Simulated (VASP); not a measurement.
Write the native input for VASP 6.6.1 that does the following.

```yaml
Task: single point
Functional: PBEsol
Dispersion: D3(BJ)
Potentials_or_basis: VASP PAW PBE potentials, release 64 (Sn_d, Se)
Cutoff: 520 eV
k_mesh: 12 × 12 × 6
Occupations: gaussian, width 0.05 eV
Spin: no spin polarisation
Dipole_correction: no
Further_INCAR_settings: ALGO = Normal; EDIFF = 1e-07; NBANDS = 20
```

The structure of SnSe2 lies in POSCAR:

```
SnSe2
1.0
    3.5061188790      0.0000000000      0.0000000000
   -1.7530594395      3.0363880179      0.0000000000
    0.0000000000      0.0000000000      5.6460400000
Sn Se
1 2
Direct
    0.0000000000      0.0000000000      0.0000000000
    0.3333333333      0.6666666667      0.2500000000
    0.6666666667      0.3333333333      0.7500000000
```

This cell differs from its parent crystal: strain -0.080 along x and y, -0.080 along z.

The input as run:

INCAR

```
PREC = Accurate
ENCUT = 520
EDIFF = 1E-7
ISMEAR = 0
SIGMA = 0.05
LREAL = F
LASPH = T
NELM = 60
ALGO = Normal
ISIF = 2
LWAVE = F
LCHARG = T
GGA = PS
IVDW = 12
LELF = T
LVHAR = T
NBANDS = 20
```

KPOINTS

```
regular mesh
0
Gamma
  12 12 6
```

Potentials or basis: VASP PAW PBE potentials, release 64 (Sn_d, Se).

Command:

```sh
$ cat potpaw_PBE.64/Sn_d/POTCAR potpaw_PBE.64/Se/POTCAR > POTCAR
$ mpirun -np 1 vasp_std > vasp.out
```

It gave:

```yaml
Pressure: 32.4 GPa
Largest_force: 4.141 eV/Å
Band_gap_on_the_k_mesh: 0.83 eV, indirect (least direct gap 1.62 eV)
Dispersion_energy_per_atom: -0.424 eV
```

Caveat: the cell differs from its parent crystal (strain -0.080 along x and y, -0.080 along z); the PAW data sets were made with another functional, which shifts forces and pressure a little; spin-orbit coupling is left out, which moves the levels of the heavy elements.

It took 2.1 min on 1 thread of Intel(R) Xeon(R) Platinum 8488C (Sapphire Rapids), on a shared host, peak memory 0.26 GiB.
